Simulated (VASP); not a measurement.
# W (Immm) in VASP: further runs

Runs on W. Level: r2SCAN. Tasks: single point.

All numbers are computed with VASP 6.6.1; they aren't measurements. Logs are shortened: lines on timing, memory, paths and dates and some standing lists are left out, and cuts for length are marked.

### Step 1. The cell of the first run

Symmetry: Immm, No. 71, orthorhombic system. The conventional cell has a = 2.839 Å, b = 2.903 Å, c = 4.060 Å, α = 90.00°, β = 90.00°, γ = 90.00°. Within 3.7 Å of W (site symmetry mmm) lie 12 W at 2.84 to 2.90 Å.

### Step 2. Single point, r2SCAN (strain +0.0225 x Voigt [0, 0, 0, 1, 0, 0])

POSCAR reads:

```
W
1.0
    0.0000000000      2.0528375000      2.0528375000
    2.0300000000      0.0228375000      2.0300000000
    2.0300000000      2.0300000000      0.0228375000
W
1
Direct
    0.0000000000      0.0000000000      0.0000000000
```

INCAR.step1 reads:

```
SYSTEM = W
ALGO = Normal ; EDIFF = 1E-4
ENCUT = 520 ; GGA = PE
ISMEAR = 0 ; LASPH = .True.
LCHARG = .False. ; LREAL = .False.
LWAVE = .True. ; NBANDS = 13
NELM = 80 ; PREC = Accurate
SIGMA = 0.15
```

INCAR.step2 reads:

```
SYSTEM = W
ALGO = Normal ; EDIFF = 1E-6
ENCUT = 520 ; ISIF = 2
ISMEAR = 0 ; ISTART = 1
LASPH = .True. ; LCHARG = .False.
LMIXTAU = .True. ; LREAL = .False.
LWAVE = .False. ; METAGGA = R2SCAN
NBANDS = 13 ; NELM = 80
PREC = Accurate ; SIGMA = 0.15
```

KPOINTS reads:

```
k-points
0
Gamma
  20 20 20
  0 0 0
```

Potentials or basis: VASP PAW PBE potentials, release 64 (W_sv).

Command:

```sh
> cat potpaw_PBE.64/W_sv/POTCAR > POTCAR
> cp INCAR.step1 INCAR
> mpirun -np 1 vasp_std > vasp.out
> cp INCAR.step2 INCAR
> mpirun -np 1 vasp_std > vasp.out
```

OUTCAR:

```text
SYSTEM = W
   EDIFF = 1E-6
   ENCUT = 520
   ISIF = 2
   ISMEAR = 0
   ISTART = 1
   LASPH = .True.
   LREAL = .False.
   METAGGA = R2SCAN
   NELM = 80
   PREC = Accurate

 ion  position               nearest neighbor table
   1  0.000  0.000  0.000-

  LATTYP: Found a body centered orthorhombic cell.
 ALAT       =     2.8385564294
 B/A-ratio  =     1.0227560051
 C/A-ratio  =     1.4303044879

  Lattice vectors:

 A1 = (  -2.0300000000,   2.0300000000,   0.0228375000)
 A2 = (  -2.0300000000,  -2.0300000000,  -0.0228375000)
 A3 = (   2.0300000000,   0.0228375000,   2.0300000000)

Analysis of symmetry for initial positions (statically):
=====================================================================
 Subroutine PRICEL returns:
 Original cell was already a primitive cell.

 Routine SETGRP: Setting up the symmetry group for a
 body centered orthorhombic supercell.

 Subroutine GETGRP returns: Found  8 space group operations
 (whereof  8 operations were pure point group operations)
 out of a pool of  8 trial point group operations.

The static configuration has the point symmetry D_2h.

Analysis of symmetry for dynamics (positions and initial velocities):
=====================================================================
 Subroutine PRICEL returns:
 Original cell was already a primitive cell.

 Routine SETGRP: Setting up the symmetry group for a
 body centered orthorhombic supercell.

 Subroutine GETGRP returns: Found  8 space group operations
 (whereof  8 operations were pure point group operations)
 out of a pool of  8 trial point group operations.

The dynamic configuration has the point symmetry D_2h.

 Subroutine INISYM returns: Found  8 space group operations
 (whereof  8 operations are pure point group operations),
 and found     1 'primitive' translations

----------------------------------------------------------------------------------------

                                     Primitive cell

  volume of cell :      16.7287

  direct lattice vectors                    reciprocal lattice vectors
     0.000000000  2.052837500  2.052837500    -0.246305419  0.243565309  0.243565309
     2.030000000  0.022837500  2.030000000     0.246305419 -0.249107882  0.249107882
     2.030000000  2.030000000  0.022837500     0.246305419  0.249107882 -0.249107882

  length of vectors
     2.903150634  2.870944366  2.870944366     0.423455404  0.429855596  0.429855596

  position of ions in fractional coordinates (direct lattice)
     0.000000000  0.000000000  0.000000000

  ion indices of the primitive-cell ions
   primitive index   ion index
                 1           1

----------------------------------------------------------------------------------------

 KPOINTS: k-points

Automatic generation of k-mesh.
 Grid dimensions read from file:
 generate k-points for:   20   20   20

 Generating k-lattice:

  Cartesian coordinates                     Fractional coordinates (reciprocal lattice)
    -0.012315271  0.012178265  0.012178265     0.050000000  0.000000000  0.000000000
     0.012315271 -0.012455394  0.012455394     0.000000000  0.050000000 -0.000000000
     0.012315271  0.012455394 -0.012455394     0.000000000  0.000000000  0.050000000

  Length of vectors
     0.021172770  0.021492780  0.021492780

  Shift w.r.t. Gamma in fractional coordinates (k-lattice)
     0.000000000  0.000000000  0.000000000

 Subroutine IBZKPT returns following result:
 ===========================================

 Found   1166 irreducible k-points:

 Following reciprocal coordinates:
            Coordinates               Weight
  0.000000  0.000000  0.000000      1.000000
  0.050000  0.000000  0.000000      4.000000
  0.100000  0.000000  0.000000      4.000000
  0.150000  0.000000 -0.000000      4.000000
  0.200000  0.000000  0.000000      4.000000
  0.250000  0.000000  0.000000      4.000000
[... 16 lines left out ...]
 -0.450000  0.050000 -0.000000      8.000000
 -0.400000  0.050000 -0.000000      8.000000
 [... further k-points ...]
   k-points           NKPTS =   1166   k-points in BZ     NKDIM =   1166   number of bands    NBANDS=     13
   number of dos      NEDOS =    301   number of ions     NIONS =      1
   total plane-waves  NPLWV =  13824
   dimension x,y,z NGX =    24 NGY =   24 NGZ =   24
   dimension x,y,z NGXF=    48 NGYF=   48 NGZF=   48
   ions per type =               1
   NGX,Y,Z   is equivalent  to a cutoff of  13.74, 13.90, 13.90 a.u.
   NGXF,Y,Z  is equivalent  to a cutoff of  27.49, 27.80, 27.80 a.u.
 SYSTEM =  W
   PREC   = accura    normal or accurate (medium, high low for compatibility)
   ISTART =      1    job   : 0-new  1-cont  2-samecut
   ICHARG =      0    charge: 1-file 2-atom 10-const
   ISPIN  =      1    spin polarized calculation?
   LNONCOLLINEAR =      F non collinear calculations
   LSORBIT =      F    spin-orbit coupling
   LASPH  =      T    aspherical Exc in radial PAW
   ENCUT  =  520.0 eV  38.22 Ry    6.18 a.u.   5.40  5.34  5.34*2*pi/ulx,y,z
   NELM   =     80;   NELMIN=  2; NELMDL=  0     # of ELM steps
   EDIFF  = 0.1E-05   stopping-criterion for ELM
   LREAL  =      F    real-space projection
   EDIFFG = 0.1E-04   stopping-criterion for IOM
   NSW    =      0    number of steps for IOM
   IBRION =     -1    ionic relax: 0-MD 1-quasi-New 2-CG
   NFREE  =      0    steps in history (QN), initial steepest desc. (CG)
   ISIF   =      2    stress and relaxation
   ISYM   =      2    0-nonsym 1-usesym 2-fastsym
   POTIM  = 0.5000    time-step for ionic-motion
   TEBEG  =    0.0;   TEEND  =   0.0 temperature during run
   PSTRESS=    0.0 pullay stress
   NELECT =      14.0000    total number of electrons
   NUPDOWN=      -1.0000    fix difference up-down
   EMIN   =  10.00;   EMAX   =-10.00  energy-range for DOS
   EFERMI =   0.00;   METHOD = LEGACY
   ISMEAR =     0;   SIGMA  =   0.15  broadening in eV -4-tet -1-fermi 0-gaus
   EFERMI_NEDOS =   21; number of points for ismear=-14 and -15
   IALGO  =     38    algorithm
   IMIX   =      4    mixing-type and parameters
     AMIX     =   0.40;   BMIX     =  1.00
     AMIX_MAG =   1.60;   BMIX_MAG =  1.00
  volume/ion in A,a.u.               =      16.73       112.89
  Fermi-wavevector in a.u.,A,eV,Ry     =   1.542753  2.915381 32.383057  2.380088
  Thomas-Fermi vector in A             =   2.648513
   LORBIT       =      0    0 simple, 1 ext, 2 COOP (PROOUT), +10 PAW based schemes
   METAGGA = R2SCAN    functional components
   LHFCALC =     F    Hartree Fock is set to
   AEXX    =    0.0000 exact exchange contribution
   IVDW    =     0    specifies the selected vdW correction
   LEPSILON=     F    determine dielectric tensor
   LRPA    =     F    only Hartree local field effects (RPA)
 non-spin polarized calculation
 Gauss-broadening in eV      SIGMA  =   0.15
  energy-cutoff  :      520.00
  volume of cell :       16.73
 maximum number of plane-waves:       467
 NGX is ok and might be reduce to    24
   NGX = 11   NGY = 11   NGZ = 11

 number of electron      14.0000001 magnetization

 Free energy of the ion-electron system (eV)
  ---------------------------------------------------
  ext. energy  EPLUGINS =         0.00000000
  ---------------------------------------------------
  free energy    TOTEN  =       -50.79634167 eV

  energy without entropy =      -50.78308873  energy(sigma->0) =      -50.78971520

 E-fermi :  10.1005     XC(G=0): -14.6085

 val. band max:       10.0974455976   @ k =  -0.0500   0.1000   0.0500
 cond. band min:      10.1015918313   @ k =   0.0000  -0.1000   0.1000
 fundamental gap:      0.0041462337
 Fermi energy:        10.1004949712

 k-point     1 :       0.0000    0.0000    0.0000
  band No.  band energies     occupation
      1     -65.5799      2.00000
      2     -28.5689      2.00000
      3     -28.5410      2.00000
      4     -28.5079      2.00000
      5       0.6998      2.00000
      6       9.2867      2.00000
      7       9.4982      2.00000
      8       9.7487      1.99909
      9      12.8218      0.00000
     10      12.8231      0.00000
     11      23.4191      0.00000
     12      28.6891      0.00000
     13      29.0000      0.00000

 k-point     2 :       0.0500    0.0000    0.0000
  band No.  band energies     occupation
      1     -65.5773      2.00000
      2     -28.5928      2.00000
      3     -28.5498      2.00000
      4     -28.5117      2.00000
      5       0.8105      2.00000
      6       9.2362      2.00000
      7       9.5101      2.00000
      8       9.8001      1.99537
      9      12.7786      0.00000
     10      12.7800      0.00000
     11      23.6408      0.00000
     12      28.2458      0.00000
     13      29.1236      0.00000

 k-point     3 :       0.1000    0.0000    0.0000
  band No.  band energies     occupation
      1     -65.5699      2.00000
      2     -28.6739      2.00000
      3     -28.5625      2.00000
      4     -28.5227      2.00000
      5       1.1335      2.00000
      6       9.0371      2.00000
      7       9.6064      2.00000
      8       9.9383      1.87368
      9      12.6727      0.00000
     10      12.6814      0.00000
     11      24.2576      0.00000
     12      27.1878      0.00000
     13      29.7141      0.00000

 k-point     4 :       0.1500    0.0000   -0.0000
  band No.  band energies     occupation
      1     -65.5583      2.00000
      2     -28.8025      2.00000
      3     -28.5783      2.00000
      4     -28.5398      2.00000
      5       1.6396      2.00000
      6       8.7496      2.00000
      7       9.7493      1.99907
      8      10.1093      0.93420
      9      12.5848      0.00000
     10      12.6059      0.00000
     11      25.0199      0.00000
     12      26.1958      0.00000
     13      30.6723      0.00000

 k-point     5 :       0.2000    0.0000    0.0000
  band No.  band energies     occupation
      1     -65.5437      2.00000
      2     -28.9625      2.00000
      3     -28.5974      2.00000
      4     -28.5611      2.00000
      5       2.2750      2.00000
      6       8.4820      2.00000
      7       9.8443      1.98427
      8      10.2191      0.26329
      9      12.6285      0.00000
     10      12.6754      0.00000
     11      24.6347      0.00000
     12      26.5177      0.00000
     13      31.9266      0.00000
[... 257 lines left out ...]
 k-point    22 :       0.5000    0.0500    0.0000
  band No.  band energies     occupation
      1     -65.4736      2.00000
      2     -29.6645      2.00000
      3     -28.6957      2.00000
      4     -28.6758      2.00000
      5       4.3571      2.00000
      6       9.2085      2.00000
      7       9.5123      2.00000
      8      10.2396      0.18960
      9      15.0829      0.00000
     10      15.4096      0.00000
     11      20.3940      0.00000
     12      23.4132      0.00000
     13      29.3893      0.00000

 k-point    23 :      -0.4500    0.0500   -0.0000
  band No.  band energies     occupation
      1     -65.4744      2.00000
      2     -29.6568      2.00000
      3     -28.6956      2.00000
      4     -28.6734      2.00000
      5       4.3527      2.00000
      6       9.2308      2.00000
      7       9.5171      2.00000
      8      10.1541      0.61335
      9      14.8888      0.00000
     10      15.4960      0.00000
     11      20.5041      0.00000
     12      23.4828      0.00000
     13      29.4974      0.00000

 k-point    24 :      -0.4000    0.0500   -0.0000
  band No.  band energies     occupation
      1     -65.4802      2.00000
      2     -29.5997      2.00000
      3     -28.6901      2.00000
      4     -28.6627      2.00000
      5       4.3016      2.00000
      6       9.3136      2.00000
      7       9.5229      2.00000
      8       9.7359      1.99941
      9      14.4182      0.00000
     10      15.2563      0.00000
     11      21.1202      0.00000
     12      24.0242      0.00000
     13      29.9912      0.00000

 [... further k-points ...]

------------------------ aborting loop because EDIFF is reached ----------------------------------------

  FORCE on cell =-STRESS in cart. coord.  units (eV):
  Direction    XX          YY          ZZ          XY          YZ          ZX
  --------------------------------------------------------------------------------------
  -------------------------------------------------------------------------------------
  Total       -0.7748521     -0.8237045     -0.8237045      0.0000000      0.4643502      0.0000000
  in kB      -74.2106497    -78.8894381    -78.8894381      0.0000000     44.4726596      0.0000000
  external PRESSURE =     -77.3298420 kB  Pullay stress =       0.0000000 kB

 VOLUME and BASIS-vectors are now :
 -----------------------------------------------------------------------------
  energy-cutoff  :      520.00
  volume of cell :       16.73
      direct lattice vectors                 reciprocal lattice vectors
     0.000000000  2.052837500  2.052837500    -0.246305419  0.243565309  0.243565309
     2.030000000  0.022837500  2.030000000     0.246305419 -0.249107882  0.249107882
     2.030000000  2.030000000  0.022837500     0.246305419  0.249107882 -0.249107882

 POSITION                                       TOTAL-FORCE (eV/Angst)
 -----------------------------------------------------------------------------------
      0.00000      0.00000      0.00000         0.000000      0.000000      0.000000
 -----------------------------------------------------------------------------------
    total drift:                                0.000000      0.000000     -0.000000

  FREE ENERGIE OF THE ION-ELECTRON SYSTEM (eV)
  ---------------------------------------------------
  free  energy   TOTEN  =       -50.7963416746 eV

  energy  without entropy=      -50.7830887258  energy(sigma->0) =      -50.78971520
```

Wall time 5.2 min (1 thread of Intel Xeon 6975P-C (Granite Rapids), shared host); peak memory 0.35 GiB.

Results:

* Free energy: -50.7963 eV
* Pressure: -7.7 GPa
* Band gap on the k mesh: zero (bands 7 and 8 overlap by 3.36 eV)

Caveat: the cell differs from its parent crystal (strain +0.0225 x Voigt [0, 0, 0, 1, 0, 0]); the cell stands under tension; the PAW data sets were made with another functional, which shifts forces and pressure a little; spin-orbit coupling is left out, which moves the levels of the heavy elements.

### Step 3. Single point, r2SCAN (strain +0.0075 x Voigt [0, 0, 0, 1, 0, 0])

POSCAR reads:

```
W
1.0
    0.0000000000      2.0376125000      2.0376125000
    2.0300000000      0.0076125000      2.0300000000
    2.0300000000      2.0300000000      0.0076125000
W
1
Direct
    0.0000000000      0.0000000000      0.0000000000
```

INCAR.step1 reads:

```
ALGO     = Normal         # electronic algorithm
EDIFF    = 1E-4           # SCF threshold, eV
ENCUT    = 520            # plane-wave cutoff, eV
GGA      = PE             # functional
ISMEAR   = 0              # smearing method
LASPH    = True           # aspherical terms in the spheres
LCHARG   = False          # write CHGCAR
LREAL    = False          # projectors in reciprocal space
LWAVE    = True           # write WAVECAR
NBANDS   = 13             # bands
NELM     = 100            # most SCF steps
PREC     = Accurate       # precision mode
SIGMA    = 0.15           # smearing width, eV
```

INCAR.step2 reads:

```
ALGO     = Normal         # electronic algorithm
EDIFF    = 1E-6           # SCF threshold, eV
ENCUT    = 520            # plane-wave cutoff, eV
ISIF     = 2              # what is computed and relaxed
ISMEAR   = 0              # smearing method
ISTART   = 1            
LASPH    = True           # aspherical terms in the spheres
LCHARG   = False          # write CHGCAR
LMIXTAU  = True         
LREAL    = False          # projectors in reciprocal space
LWAVE    = False          # write WAVECAR
METAGGA  = R2SCAN         # meta-GGA
NBANDS   = 13             # bands
NELM     = 100            # most SCF steps
PREC     = Accurate       # precision mode
SIGMA    = 0.15           # smearing width, eV
```

KPOINTS reads:

```
k-points
0
Gamma
  20 20 20
```

Potentials or basis: VASP PAW PBE potentials, release 64 (W_sv).

Command:

```sh
> cat potpaw_PBE.64/W_sv/POTCAR > POTCAR
> cp INCAR.step1 INCAR
> mpirun -np 1 vasp_std > vasp.out
> cp INCAR.step2 INCAR
> mpirun -np 1 vasp_std > vasp.out
```

Run time: 4.8 min. Hardware: 1 thread of Intel Xeon 6975P-C (Granite Rapids), shared host; peak memory 0.35 GiB.

It converged, with:

```
Free energy            : -50.7912 eV
Pressure               : -7.8 GPa
Band gap on the k mesh : zero (bands 7 and 8 overlap by 3.40 eV)
```

Stress tensor (GPa, compression positive):
```
-7.80  0.00  0.00
 0.00 -7.86  1.77
 0.00  1.77 -7.86
```

Levels at points of the mesh, in eV from the Fermi level:
```
           k point  band 4  band 5  band 6  band 7  band 8  band 9  band 10  band 11
(0.00, 0.00, 0.00)  -38.61   -9.39   -0.65   -0.57   -0.49    2.73     2.73    13.33
(0.50, 0.00, 0.00)  -38.77   -5.81   -0.76   -0.65    0.35    5.07     5.15    10.46
(0.00, 0.50, 0.00)  -38.78   -5.79   -0.79   -0.67    0.43    5.09     5.17    10.57
(0.50, 0.50, 0.00)  -39.04   -5.59   -4.67    2.89    5.17    5.78     5.79    12.13
(0.00, 0.50, 0.50)  -39.02   -5.59   -4.67    2.89    5.17    5.78     5.79    12.00
```

Caveat: the cell differs from its parent crystal (strain +0.0075 x Voigt [0, 0, 0, 1, 0, 0]); the cell stands under tension; the PAW data sets were made with another functional, which shifts forces and pressure a little; spin-orbit coupling is left out, which moves the levels of the heavy elements.

[end of part 1 of 2]
